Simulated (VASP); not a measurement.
A run of VASP 6.6.1:

The input INCAR:

```
SYSTEM = Cs2NaScCl6
PREC = Accurate
ENCUT = 520
EDIFF = 1E-6
ISMEAR = 0
SIGMA = 0.05
LREAL = .FALSE.
LASPH = .TRUE.
NELM = 60
ALGO = Normal
ISIF = 2
LWAVE = .FALSE.
LCHARG = .TRUE.
GGA = PS
LELF = .TRUE.
LVHAR = .TRUE.
NBANDS = 50
```

Contents of KPOINTS:

```
Automatic mesh
0
G
  4 4 4
  0 0 0
```

File POSCAR:

```
Cs2NaScCl6
1.0
    0.0000000000      5.2105219256      5.2105219256
    5.2105219256      0.0000000000      5.2105219256
    5.2105219256      5.2105219256      0.0000000000
Cs Na Sc Cl
2 1 1 6
Direct
    0.7500000000      0.7500000000      0.7500000000
    0.2500000000      0.2500000000      0.2500000000
    0.5000000000      0.5000000000      0.5000000000
    0.0000000000      0.0000000000      0.0000000000
    0.7820921134      0.2562917574      0.2179078866
    0.2562917574      0.2179078866      0.7437082426
    0.2179078866      0.7437082426      0.7820921134
    0.2370998220      0.7629001780      0.2370998220
    0.7629001780      0.2370998220      0.7629001780
    0.7437082426      0.7820921134      0.2562917574
```

Potentials or basis: VASP PAW PBE potentials, release 64 (Cs_sv, Na_pv, Sc_sv, Cl).

Command:

```sh
$ cat potpaw_PBE.64/Cs_sv/POTCAR potpaw_PBE.64/Na_pv/POTCAR potpaw_PBE.64/Sc_sv/POTCAR potpaw_PBE.64/Cl/POTCAR > POTCAR
$ mpirun -np 1 vasp_std > vasp.out
```

Hardware: 1 thread of Intel(R) Xeon(R) Platinum 8488C (Sapphire Rapids), with other jobs on the host.

**Question.** How long does it take, and how much memory?

**Answer.** Wall time 3.5 min on 1 thread of Intel(R) Xeon(R) Platinum 8488C (Sapphire Rapids) (shared host), peak memory 0.53 GiB. Counts: scf iterations 15, k points 14.
